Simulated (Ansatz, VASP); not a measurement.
## Two plane-wave programs on WSe3

Contents of INCAR:

```
  PREC = Accurate
  ENCUT = 520
  EDIFF = 1E-6
  ISMEAR = 0
  SIGMA = 0.1
  LREAL = False
  LASPH = True
  NELM = 150
  ALGO = Normal
  ISIF = 2
  LWAVE = False
  LCHARG = True
  ISPIN = 2
  MAGMOM = 1.12 -0.08 -0.08 0.13
  LORBIT = 11
  LMAXMIX = 4
  GGA = PE
  LELF = True
  LVHAR = True
  NBANDS = 28
```

File KPOINTS:

```
regular mesh
0
Gamma
  6 6 2
```

File POSCAR:

```
WSe3
1.0
    3.5772366000      0.0000000000      0.0000000000
    0.0000000000      3.5772366000      0.0000000000
    0.0000000000      0.0000000000      8.2973514200
W Se
1 3
Direct
    0.5000000000      0.5000000000      0.5000000000
    0.0000000000      0.0000000000      0.2883566600
    0.0000000000      0.0000000000      0.7116433400
    0.0000000000      0.0000000000      0.0000000000
```

Input for Ansatz:

```yaml
crystal:
  lattice:
    - [3.5772366, 0.0, 0.0]
    - [0.0, 3.5772366, 0.0]
    - [0.0, 0.0, 8.29735142]
  atoms:
    - { symbol: W, position: [0.5, 0.5, 0.5] }
    - { symbol: Se, position: [0.0, 0.0, 0.28835666] }
    - { symbol: Se, position: [0.0, 0.0, 0.71164334] }
    - { symbol: Se, position: [0.0, 0.0, 0.0] }
basis:
  ecutwfc: 420
kpoints:
  mp_grid: { grid: [6, 6, 2] }
hamiltonian:
  xc: pbe
scf:
  occupations: { method: gaussian, width: 0.1 }
  lower_state_search: "off"
output:
  forces: true
  stress: true
  eigenvalues: true
  populations: true
magnetization:
  spin_polarized: true
```

Alike in both runs: task single point; functional PBE; k mesh 6 × 6 × 2; occupations gaussian, width 0.1 eV; collinear spin.

|  | VASP | Ansatz |
| --- | --- | --- |
| version | VASP 6.6.1 | Ansatz 0.2.0 |
| potentials or method | VASP PAW PBE potentials, release 64 (W_sv, Se), cutoff 520 eV | scalar-relativistic, plane waves, PAW |
| valence electrons in the cell | 32 | 62 |

```tsv
	VASP	Ansatz	Ansatz less VASP
gap on the k mesh at the Fermi level (eV)	none	none	-
pressure (GPa)	-11.8	-10.9	+0.90
traceless stress, the component that is largest in VASP (GPa)	9.46	9.38	-0.082
rms of the force components (eV/Å)	1.318	1.281	-0.0374
net moment per atom (μB)	0.14	0.30	+0.163
size of the moment on the site where the two differ most (μB)	0.37	1.01	+0.647
```

The net moments are unlike, so the other rows may belong to different states. Site moments also hang on the region over which each program counts them. Atom by atom the forces differ by 0.037 eV/Å (rms over components). A gap of «none» marks a metal or a gap that the smearing closes. VASP's potentials hold 32 valence electrons a cell and Ansatz's 62, so a difference there can come from the potentials and not from the codes. Ansatz's warnings: no starting moments.

The k mesh is coarse, so the values compare programs but aren't converged. Spin-orbit coupling is off throughout.
